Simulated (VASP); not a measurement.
# Yb (Pm-3m) in VASP: further runs, part 2 of 2

VASP 6.6.1.

### Step 4. Single point, PBEsol (volume scaled by 1.04)

File INCAR:

```
SYSTEM = Yb
ALGO     = Normal         ! electronic algorithm
EDIFF    = 1E-7           ! SCF threshold, eV
ENCUT    = 520            ! plane-wave cutoff, eV
GGA      = PS             ! functional
ISIF     = 2              ! what is computed and relaxed
ISMEAR   = -1             ! smearing method
LASPH    = .TRUE.         ! aspherical terms in the spheres
LCHARG   = .FALSE.        ! write CHGCAR
LREAL    = .FALSE.        ! projectors in reciprocal space
LWAVE    = .FALSE.        ! write WAVECAR
NBANDS   = 18             ! bands
NELM     = 60             ! most SCF steps
PREC     = Accurate       ! precision mode
SIGMA    = 0.1            ! smearing width, eV
```

File KPOINTS:

```
k-points
0
G
  11 11 11
  0 0 0
```

File POSCAR:

```
Yb
1.0
    3.2924729649      0.0000000000      0.0000000000
    0.0000000000      3.2924729649      0.0000000000
    0.0000000000      0.0000000000      3.2924729649
Yb
1
Direct
    0.0000000000      0.0000000000      0.0000000000
```

Potentials or basis: VASP PAW PBE potentials, release 64 (Yb).

Command:

```sh
$ cat potpaw_PBE.64/Yb/POTCAR > POTCAR
$ mpirun -np 1 vasp_std > vasp.out
```

OUTCAR:

```text
SYSTEM = Yb
   EDIFF = 1E-7
   ENCUT = 520
   GGA = PS
   ISIF = 2
   ISMEAR = -1
   LASPH = .TRUE.
   LREAL = .FALSE.
   NELM = 60
   PREC = Accurate

 ion  position               nearest neighbor table
   1  0.000  0.000  0.000-

  LATTYP: Found a simple cubic cell.
 ALAT       =     3.2924729649

  Lattice vectors:

 A1 = (   3.2924729649,   0.0000000000,   0.0000000000)
 A2 = (   0.0000000000,   3.2924729649,   0.0000000000)
 A3 = (   0.0000000000,   0.0000000000,   3.2924729649)

Analysis of symmetry for initial positions (statically):
=====================================================================
 Subroutine PRICEL returns:
 Original cell was already a primitive cell.

 Routine SETGRP: Setting up the symmetry group for a
 simple cubic supercell.

 Subroutine GETGRP returns: Found 48 space group operations
 (whereof 48 operations were pure point group operations)
 out of a pool of 48 trial point group operations.

The static configuration has the point symmetry O_h .

Analysis of symmetry for dynamics (positions and initial velocities):
=====================================================================
[... 152 lines left out ...]

  energy without entropy =       -3.33864843  energy(sigma->0) =       -3.38085416

 E-fermi :   1.2995     XC(G=0):  -9.5702

 val. band max:        1.2598053746   @ k =   0.4545   0.1818   0.0000
 cond. band min:       1.3053167875   @ k =   0.4545   0.3636   0.3636
 fundamental gap:      0.0455114129
 Fermi energy:         1.2995408560

 k-point     1 :       0.0000    0.0000    0.0000
  band No.  band energies     occupation
      1     -50.6095      2.00000
      2     -22.7074      2.00000
      3     -22.7074      2.00000
      4     -22.7074      2.00000
      5      -3.6599      2.00000
      6       0.7554      1.99137
[... 481 lines left out ...]
      5      -2.0396      2.00000
      6       0.7008      1.99499
[... 10 lines left out ...]
     17       7.7472      0.00000
     18       9.7595      0.00000

 [... further k-points ...]

------------------------ aborting loop because EDIFF is reached ----------------------------------------

  FORCE on cell =-STRESS in cart. coord.  units (eV):
  Direction    XX          YY          ZZ          XY          YZ          ZX
  --------------------------------------------------------------------------------------
  -------------------------------------------------------------------------------------
  Total       -0.1314331     -0.1314331     -0.1314331     -0.0000000      0.0000000      0.0000000
  in kB       -5.8999540     -5.8999540     -5.8999540     -0.0000000      0.0000000      0.0000000
  external PRESSURE =      -5.8999540 kB  Pullay stress =       0.0000000 kB

 VOLUME and BASIS-vectors are now :
 -----------------------------------------------------------------------------
  energy-cutoff  :      520.00
  volume of cell :       35.69
      direct lattice vectors                 reciprocal lattice vectors
     3.292472965  0.000000000  0.000000000     0.303723071  0.000000000  0.000000000
     0.000000000  3.292472965  0.000000000     0.000000000  0.303723071  0.000000000
     0.000000000  0.000000000  3.292472965     0.000000000  0.000000000  0.303723071

 POSITION                                       TOTAL-FORCE (eV/Angst)
 -----------------------------------------------------------------------------------
      0.00000      0.00000      0.00000         0.000000      0.000000      0.000000
 -----------------------------------------------------------------------------------
    total drift:                               -0.000000      0.000000     -0.000000

  FREE ENERGIE OF THE ION-ELECTRON SYSTEM (eV)
  ---------------------------------------------------
  free  energy   TOTEN  =        -3.4230598793 eV

  energy  without entropy=       -3.3386484319  energy(sigma->0) =       -3.38085416
```

Run time: 2.1 min. Hardware: 1 thread of AMD EPYC 7R13, shared host; peak memory 0.14 GiB.

Results:

```yaml
Free_energy: -3.4231 eV
Pressure: -0.6 GPa
Band_gap_on_the_k_mesh: zero (band 12 reaches 1.57 eV, above the bottom of band 13 at 1.19 eV)
```

Levels at points of the mesh, in eV from the Fermi level:
| k point | band 9 | band 10 | band 11 | band 12 | band 13 | band 14 | band 15 | band 16 |
| --- | --- | --- | --- | --- | --- | --- | --- | --- |
| (0.00, 0.00, 0.00) | -0.52 | -0.52 | -0.52 | -0.44 | 0.52 | 0.52 | 6.96 | 6.96 |

Caveat: the cell differs from its parent crystal (volume scaled by 1.04); the PAW data sets were made with another functional, which shifts forces and pressure a little; spin-orbit coupling is left out, which moves the levels of the heavy elements.

### Step 5. Relaxation of cell and atoms, PBEsol

This run uses another cell than the first one, of 44.58 Å³/atom, 1.299 times its volume.

File INCAR:

```
  ALGO = Normal
  EDIFF = 1E-6
  EDIFFG = -0.01
  ENCUT = 600
  GGA = PS
  IBRION = 2
  ISIF = 3
  ISMEAR = -1
  LASPH = True
  LCHARG = False
  LREAL = False
  LWAVE = False
  NELM = 60
  NSW = 80
  PREC = Accurate
  SIGMA = 0.1
```

File KPOINTS:

```
k-points
0
Gamma
  9 9 9
```

File POSCAR:

```
Yb
1.0
    3.5458978789      0.0000000000      0.0000000000
    0.0000000000      3.5458978789      0.0000000000
    0.0000000000      0.0000000000      3.5458978789
Yb
1
Direct
    0.0000000000      0.0000000000      0.0000000000
```

Command:

```sh
$ cat potpaw_PBE.64/Yb/POTCAR > POTCAR
$ mpirun -np 1 vasp_std > vasp.out
```

Wall time 11 min (1 thread of AMD EPYC 7R13, shared host); peak memory 0.16 GiB.

Results (log left out):

```
Free energy                            : -3.4283 eV
Relaxed volume                         : 33.88 Å³/atom
Relaxed cell                           : a = 3.236 Å, b = 3.236 Å, c = 3.236 Å, α = 90.00°, β = 90.00°, γ = 90.00°
Space group after relaxing (to 0.05 Å) : Pm-3m (No. 221)
Energy gained by relaxing              : 96.3 meV/atom
Ionic steps                            : 13
Pressure after relaxing                : 0.0 GPa
Band gap on the k mesh                 : zero (band 12 reaches 1.64 eV, above the bottom of band 13 at 1.46 eV)
```

Step by step:
```
step  energy change (eV)  largest force (eV/Å)  pressure (GPa)  volume (Å³)
   1              0.0000                0.0000           -2.63        44.58
   2             -0.0578                0.0000           -1.65        40.02
   3             -0.0955                0.0000           -0.34        34.63
   4             -0.0961                0.0000            1.91        33.51
   5             -0.0958                0.0000           -0.14        34.45
   6             -0.0961                0.0000           -0.75        34.27
   7             -0.0963                0.0000           -0.06        33.89
   8             -0.0963                0.0000           -0.17        33.89
   9             -0.0963                0.0000           -0.16        33.88
  10             -0.0963                0.0000            1.48        33.88
  11             -0.0963                0.0000           -0.20        33.88
  12             -0.0963                0.0000            1.09        33.88
  13             -0.0963                0.0000           -0.04        33.88
```

Final structure:
```
CELL_PARAMETERS angstrom
3.23589 0.00000 0.00000
0.00000 3.23589 0.00000
0.00000 0.00000 3.23589
ATOMIC_POSITIONS crystal
Yb 0.00000 0.00000 0.00000
```

Levels at points of the mesh, in eV from the Fermi level:
```
           k point  band 10  band 11  band 12  band 13  band 14  band 15
(0.00, 0.00, 0.00)    -0.53    -0.53    -0.45     0.44     0.44     7.22
```

Caveat: the volume moved by over 15 % at a fixed basis, so the end points are rough; the PAW data sets were made with another functional, which shifts forces and pressure a little; spin-orbit coupling is left out, which moves the levels of the heavy elements. Spin polarisation is off, so any magnetic state and its effect on volume and gap are missing.

### Step 6. Single point, PBEsol

File INCAR:

```
  ALGO = Normal
  EDIFF = 1E-7
  ENCUT = 520
  GGA = PS
  ISIF = 2
  ISMEAR = -1
  LASPH = T
  LCHARG = T
  LELF = T
  LREAL = F
  LVHAR = T
  LWAVE = F
  NBANDS = 18
  NELM = 60
  PREC = Accurate
  SIGMA = 0.1
```

File KPOINTS:

```
k-points
0
Gamma
  16 16 16
```

File POSCAR:

```
Yb
1.0
    3.2497087354      0.0000000000      0.0000000000
    0.0000000000      3.2497087354      0.0000000000
    0.0000000000      0.0000000000      3.2497087354
Yb
1
Direct
    0.0000000000      0.0000000000      0.0000000000
```

Potentials or basis: VASP PAW PBE potentials, release 64 (Yb).

Command:

```sh
$ cat potpaw_PBE.64/Yb/POTCAR > POTCAR
$ mpirun -np 1 vasp_std > vasp.out
```

Wall time 5.1 min (1 thread of AMD EPYC 7R13, shared host); peak memory 0.21 GiB.

The run converged. Its results:

| Property | Result |
| --- | --- |
| Free energy | -3.4277 eV |
| Pressure | -0.1 GPa |
| Band gap on the k mesh | zero (band 12 reaches 1.69 eV, above the bottom of band 13 at 1.07 eV) |

Levels at points of the mesh, in eV from the Fermi level:
```csv
k point,band 9,band 10,band 11,band 12,band 13,band 14,band 15,band 16
"(0.00, 0.00, 0.00)",-0.52,-0.52,-0.52,-0.44,0.47,0.47,7.16,7.16
"(0.50, 0.00, 0.00)",-0.53,-0.47,-0.43,-0.43,0.10,1.31,4.11,4.11
"(0.50, 0.50, 0.00)",-0.53,-0.51,-0.44,-0.42,0.65,3.73,3.73,4.81
"(0.50, 0.50, 0.50)",-0.45,-0.45,-0.45,0.26,0.26,0.26,6.13,8.08
```

Caveat: the PAW data sets were made with another functional, which shifts forces and pressure a little; spin-orbit coupling is left out, which moves the levels of the heavy elements. Spin polarisation is off, so any magnetic state and its effect on volume and gap are missing.

### Step 7. Overview

| task | cell | k mesh | cutoff (eV) | gap on the mesh (eV) | pressure (GPa) |
| --- | --- | --- | --- | --- | --- |
| single point | a = 3.250 Å, 1 atom | 9 × 9 × 9 | 520 | none | -0.4 |
| single point | a = 3.161 Å, 1 atom | 11 × 11 × 11 | 520 | none | 1.3 |
| single point | a = 3.292 Å, 1 atom | 11 × 11 × 11 | 520 | none | -0.6 |
| relaxation of cell and atoms | relaxed from a = 3.546 Å, 1 atom | 9 × 9 × 9 | 600 | none | 0.0 |
| single point | a = 3.250 Å, 1 atom | 16 × 16 × 16 | 520 | none | -0.1 |

Alike in all rows: level PBEsol; potentials or basis VASP PAW PBE potentials, release 64 (Yb); no spin polarisation; smearing fermi-dirac 0.1 eV.

Caveats: the PAW data sets were made with another functional, which shifts forces and pressure a little; spin-orbit coupling is left out, which moves the levels of the heavy elements; the volume moved by over 15 % at a fixed basis, so the end points are rough (some runs).

Absolute energies hang on the potentials; compare differences alone.
